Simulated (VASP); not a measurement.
Wanted: the native input for a VASP 6.6.1 run.

```
Task                   : single point
Functional             : PBEsol
Potentials or basis    : VASP PAW PBE potentials, release 64 (Nb_sv)
Cutoff                 : 500 eV
k mesh                 : 20 × 20 × 20
Occupations            : gaussian, width 0.15 eV
Spin                   : no spin polarisation
Dipole correction      : no
Further INCAR settings : ALGO = Normal; EDIFF = 1e-06; NBANDS = 12
```

The structure of Nb lies in POSCAR:

```
Nb
1.0
    0.0000000000      2.0621250000      2.2207500000
    2.0621250000      0.0000000000      2.2207500000
    2.0621250000      2.0621250000      0.0000000000
Nb
1
Direct
    0.0000000000      0.0000000000      0.0000000000
```

This cell differs from its parent crystal: strain -0.025 along x and y, +0.050 along z.

The input as run:

INCAR

```
ALGO = Normal
EDIFF = 1E-6
ENCUT = 500
GGA = PS
GGA_COMPAT = F
ISIF = 2
ISMEAR = 0
LASPH = T
LCHARG = T
LELF = T
LREAL = F
LVHAR = T
LWAVE = F
NBANDS = 12
NELM = 120
PREC = Accurate
SIGMA = 0.15
```

KPOINTS

```
k-points
0
Gamma
  20 20 20
```

Potentials or basis: VASP PAW PBE potentials, release 64 (Nb_sv).

Run with:

```console
$ cat potpaw_PBE.64/Nb_sv/POTCAR > POTCAR
$ mpirun -np 1 vasp_std > vasp.out
```

Results of the run:

```json
{
  "Pressure": "-7.8 GPa",
  "Band gap on the k mesh": "zero (an odd number of electrons rules out a gap without spin polarisation)"
}
```

Caveat: the cell differs from its parent crystal (strain -0.025 along x and y, +0.050 along z); the stress differs along the axes, from -12 to 1 GPa; the PAW data sets were made with another functional, which shifts forces and pressure a little.

It took 71 s on 1 thread of AMD EPYC 9R45 96-Core Processor (Zen 5), on a shared host, peak memory 0.22 GiB.
